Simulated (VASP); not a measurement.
# Hg (P6_3/mmc) in VASP: further runs, part 2 of 2

VASP 6.6.1. Earlier steps stand in the parts before.

## 4. Relaxation of cell and atoms, PBEsol, target pressure 12 GPa, at which the enthalpy is minimised

This run uses another cell than the first one, of 19.93 Å³/atom.

INCAR

```
SYSTEM = Hg
PREC     = Accurate       ! precision mode
ENCUT    = 600            ! plane-wave cutoff, eV
EDIFF    = 1E-7           ! SCF threshold, eV
ISMEAR   = 0              ! smearing method
SIGMA    = 0.1            ! smearing width, eV
LREAL    = .False.        ! projectors in reciprocal space
LASPH    = .True.         ! aspherical terms in the spheres
NELM     = 80             ! most SCF steps
ALGO     = Fast           ! electronic algorithm
ISIF     = 3              ! what is computed and relaxed
LWAVE    = .False.        ! write WAVECAR
LCHARG   = .False.        ! write CHGCAR
GGA      = PS             ! functional
IBRION   = 2              ! ionic algorithm
NSW      = 70             ! ionic steps
EDIFFG   = -0.008         ! ionic threshold
PSTRESS  = 120.0
```

KPOINTS

```
Automatic mesh
0
Gamma
  15 15 8
  0 0 0
```

POSCAR

```
Hg
1.0
    3.0610265609      0.0000000000      0.0000000000
   -1.5305132804      2.6509267634      0.0000000000
    0.0000000000      0.0000000000      4.9128051196
Hg
2
Direct
    0.6666666667      0.3333333333      0.7500000000
    0.3333333333      0.6666666667      0.2500000000
```

The run is started by

```bash
$ cat potpaw_PBE.64/Hg/POTCAR > POTCAR
$ mpirun -np 1 vasp_std > vasp.out
```

Wall time 2.9 min (1 thread of AMD EPYC 9R45 (Zen 5), shared host); peak memory 0.21 GiB.

It converged, with:

- Free energy: -0.8595 eV
- Relaxed volume: 19.88 Å³/atom
- Relaxed cell: a = 3.042 Å, b = 3.042 Å, c = 4.960 Å, α = 90.00°, β = 90.00°, γ = 120.00°
- Space group after relaxing (to 0.1 Å): P6_3/mmc (No. 194)
- Energy change on relaxing (the run minimises the enthalpy): +3.7 meV/atom
- Ionic steps: 8
- Pressure after relaxing: 12.0 GPa
- Band gap on the k mesh: zero (bands 12 and 13 overlap by 1.75 eV)

Step by step:
```
step  energy change (eV)  largest force (eV/Å)  pressure (GPa)  volume (Å³)
   1              0.0000                0.0000           11.83        39.87
   2              0.0091                0.0000           12.17        39.74
   3              0.0080                0.0000           12.11        39.76
   4              0.0068                0.0000           12.05        39.77
   5              0.0041                0.0000           11.94        39.81
   6              0.0032                0.0000           11.87        39.82
   7              0.0106                0.0000           12.14        39.72
   8              0.0073                0.0000           12.04        39.76
```

Final structure:
```yaml
crystal:
  lattice:
    - [3.04246, 0.00000, 0.00000]
    - [-1.52123, 2.63485, 0.00000]
    - [0.00000, 0.00000, 4.96007]
  atoms:
    - { symbol: Hg, position: [0.66667, 0.33333, 0.75000] }
    - { symbol: Hg, position: [0.33333, 0.66667, 0.25000] }
```

Levels at points of the mesh, in eV from the Fermi level:
| k point | band 10 | band 11 | band 12 | band 13 | band 14 | band 15 |
| --- | --- | --- | --- | --- | --- | --- |
| (0.00, 0.00, 0.00) | -6.29 | -6.29 | -2.67 | -1.36 | 13.15 | 13.92 |
| (0.00, 0.00, 0.50) | -6.59 | -6.59 | -6.59 | 7.28 | 7.28 | 13.42 |

Caveat: the cell is relaxed towards a set pressure, so the run minimises the enthalpy, not the energy; the PAW data sets were made with another functional, which shifts forces and pressure a little; spin-orbit coupling is left out, which moves the levels of the heavy elements.

## 5. Relaxation of cell and atoms, PBEsol, target pressure 1 GPa, at which the enthalpy is minimised

This run uses another cell than the first one, of 23.51 Å³/atom.

INCAR

```
PREC = Accurate ; ENCUT = 600
EDIFF = 1E-7 ; ISMEAR = 0
SIGMA = 0.1 ; LREAL = False
LASPH = True ; NELM = 80
ALGO = Fast ; ISIF = 3
LWAVE = False ; LCHARG = False
GGA = PS ; IBRION = 2
NSW = 70 ; EDIFFG = -0.008
PSTRESS = 10.0
```

KPOINTS

```
regular mesh
0
Gamma
  15 15 8
```

POSCAR

```
Hg
1.0
    3.2902235509      0.0000000000      0.0000000000
   -1.6451117754      2.8494171792      0.0000000000
    0.0000000000      0.0000000000      5.0155200727
Hg
2
Direct
    0.6666666667      0.3333333333      0.7500000000
    0.3333333333      0.6666666667      0.2500000000
```

The run is started by

```bash
$ cat potpaw_PBE.64/Hg/POTCAR > POTCAR
$ mpirun -np 1 vasp_std > vasp.out
```

Run time: 2.8 min. Hardware: 1 thread of AMD EPYC 9R45 (Zen 5), shared host; peak memory 0.23 GiB.

Results (log left out):

```
Free energy                                                : -1.0870 eV
Relaxed volume                                             : 23.32 Å³/atom
Relaxed cell                                               : a = 3.274 Å, b = 3.274 Å, c = 5.023 Å, α = 90.00°, β = 90.00°, γ = 120.00°
Space group after relaxing (to 0.1 Å)                      : P6_3/mmc (No. 194)
Energy change on relaxing (the run minimises the enthalpy) : +1.0 meV/atom
Ionic steps                                                : 5
Pressure after relaxing                                    : 1.0 GPa
Band gap on the k mesh                                     : zero (bands 12 and 13 overlap by 1.03 eV)
```

The path:
| step | energy change (eV) | largest force (eV/Å) | pressure (GPa) | volume (Å³) |
| --- | --- | --- | --- | --- |
| 1 | 0.0000 | 0.0000 | 0.74 | 47.02 |
| 2 | 0.0013 | 0.0000 | 0.92 | 46.76 |
| 3 | 0.0020 | 0.0000 | 1.02 | 46.64 |
| 4 | 0.0020 | 0.0000 | 1.01 | 46.64 |
| 5 | 0.0019 | 0.0000 | 1.00 | 46.64 |

Final structure:
```cif
data_structure
_symmetry_space_group_name_H-M 'P 1'
_symmetry_Int_Tables_number 1
_cell_length_a 3.2745
_cell_length_b 3.2745
_cell_length_c 5.0231
_cell_angle_alpha 90.000
_cell_angle_beta 90.000
_cell_angle_gamma 120.000
_cell_volume 46.64
loop_
_atom_site_label
_atom_site_type_symbol
_atom_site_fract_x
_atom_site_fract_y
_atom_site_fract_z
_atom_site_occupancy
Hg1 Hg 0.66667 0.33333 0.75000 1
Hg2 Hg 0.33333 0.66667 0.25000 1
```

Levels at points of the mesh, in eV from the Fermi level:
```tsv
k point	band 9	band 10	band 11	band 12	band 13	band 14	band 15	band 16
(0.00, 0.00, 0.00)	-6.56	-5.69	-5.69	-1.22	-0.72	11.93	11.93	12.74
(0.00, 0.00, 0.50)	-5.92	-5.92	-5.92	-5.92	7.98	7.98	12.98	12.98
```

Caveat: the cell is relaxed towards a set pressure, so the run minimises the enthalpy, not the energy; the PAW data sets were made with another functional, which shifts forces and pressure a little; spin-orbit coupling is left out, which moves the levels of the heavy elements.

## 6. Relaxation of cell and atoms, PBEsol

This run uses another cell than the first one, of 23.74 Å³/atom.

INCAR

```
SYSTEM = Hg
PREC = Accurate ; ENCUT = 600
EDIFF = 1E-7 ; ISMEAR = 0
SIGMA = 0.1 ; LREAL = .False.
LASPH = .True. ; NELM = 100
ALGO = Fast ; ISIF = 3
LWAVE = .False. ; LCHARG = .False.
GGA = PS ; IBRION = 2
NSW = 100 ; EDIFFG = -0.005
```

KPOINTS

```
Automatic mesh
0
Gamma
  15 15 8
  0 0 0
```

POSCAR

```
Hg
1.0
    3.3010417919      0.0000000000      0.0000000000
   -1.6505208959      2.8587860507      0.0000000000
    0.0000000000      0.0000000000      5.0320110813
Hg
2
Direct
    0.6666666667      0.3333333333      0.7500000000
    0.3333333333      0.6666666667      0.2500000000
```

Potentials or basis: VASP PAW PBE potentials, release 64 (Hg).

The run is started by

```bash
$ cat potpaw_PBE.64/Hg/POTCAR > POTCAR
$ mpirun -np 1 vasp_std > vasp.out
```

Wall time 2 min (1 thread of AMD EPYC 9R45 (Zen 5), shared host); peak memory 0.23 GiB.

It converged, with:

```
Free energy                           : -1.0914 eV
Relaxed volume                        : 24.05 Å³/atom
Relaxed cell                          : a = 3.314 Å, b = 3.314 Å, c = 5.057 Å, α = 90.00°, β = 90.00°, γ = 120.00°
Space group after relaxing (to 0.1 Å) : P6_3/mmc (No. 194)
Energy gained by relaxing             : 0.4 meV/atom
Ionic steps                           : 3
Pressure after relaxing               : 0.0 GPa
Band gap on the k mesh                : zero (bands 12 and 13 overlap by 0.99 eV)
```

Step by step:
| step | energy change (eV) | largest force (eV/Å) | pressure (GPa) | volume (Å³) |
| --- | --- | --- | --- | --- |
| 1 | 0.0000 | 0.0000 | 0.41 | 47.49 |
| 2 | -0.0007 | 0.0000 | 0.12 | 47.91 |
| 3 | -0.0008 | 0.0000 | 0.00 | 48.09 |

Final structure:
```
Hg
1.0
     3.31381    0.00000    0.00000
    -1.65691    2.86985    0.00000
     0.00000    0.00000    5.05683
Hg
2
Direct
  0.66667 0.33333 0.75000
  0.33333 0.66667 0.25000
```

Levels at points of the mesh, in eV from the Fermi level:
```tsv
k point	band 8	band 9	band 10	band 11	band 12	band 13	band 14	band 15	band 16
(0.00, 0.00, 0.00)	-6.47	-6.47	-5.64	-5.64	-1.05	-0.73	11.62	11.62	12.64
(0.00, 0.00, 0.50)	-6.28	-5.86	-5.86	-5.86	-5.86	7.91	7.91	12.79	12.79
```

Caveat: the PAW data sets were made with another functional, which shifts forces and pressure a little; spin-orbit coupling is left out, which moves the levels of the heavy elements.

## 7. The runs side by side

| task | potentials or basis | cell | k mesh | cutoff (eV) | gap on the mesh (eV) | pressure (GPa) |
| --- | --- | --- | --- | --- | --- | --- |
| single point | VASP PAW PBE potentials, release 64 (Hg_sv_GW) | a = 2.888, b = 2.888, c = 4.984 Å, angles 90.0, 90.0, 120.0°, 2 atoms | 18 × 18 × 10 | 550 | none | 24.7 |
| relaxation of cell and atoms | VASP PAW PBE potentials, release 64 (Hg) | relaxed to 25 GPa from a = 2.946, b = 2.946, c = 4.839 Å, angles 90.0, 90.0, 120.0°, 2 atoms | 18 × 18 × 10 | 600 | none | 25.0 |
| relaxation of cell and atoms | VASP PAW PBE potentials, release 64 (Hg) | relaxed to 12 GPa from a = 3.061, b = 3.061, c = 4.913 Å, angles 90.0, 90.0, 120.0°, 2 atoms | 15 × 15 × 8 | 600 | none | 12.0 |
| relaxation of cell and atoms | VASP PAW PBE potentials, release 64 (Hg) | relaxed to 1 GPa from a = 3.290, b = 3.290, c = 5.016 Å, angles 90.0, 90.0, 120.0°, 2 atoms | 15 × 15 × 8 | 600 | none | 1.0 |
| relaxation of cell and atoms | VASP PAW PBE potentials, release 64 (Hg) | relaxed from a = 3.301, b = 3.301, c = 5.032 Å, angles 90.0, 90.0, 120.0°, 2 atoms | 15 × 15 × 8 | 600 | none | 0.0 |

Alike in all rows: level PBEsol; no spin polarisation; smearing gaussian 0.1 eV.

Caveats: the PAW data sets were made with another functional, which shifts forces and pressure a little; spin-orbit coupling is left out, which moves the levels of the heavy elements; the cell is relaxed towards a set pressure, so the run minimises the enthalpy, not the energy (at least some runs); the cell stands under pressure (at least some runs).

Total energies depend on the potentials used, so only differences within one code and one set of settings carry meaning.
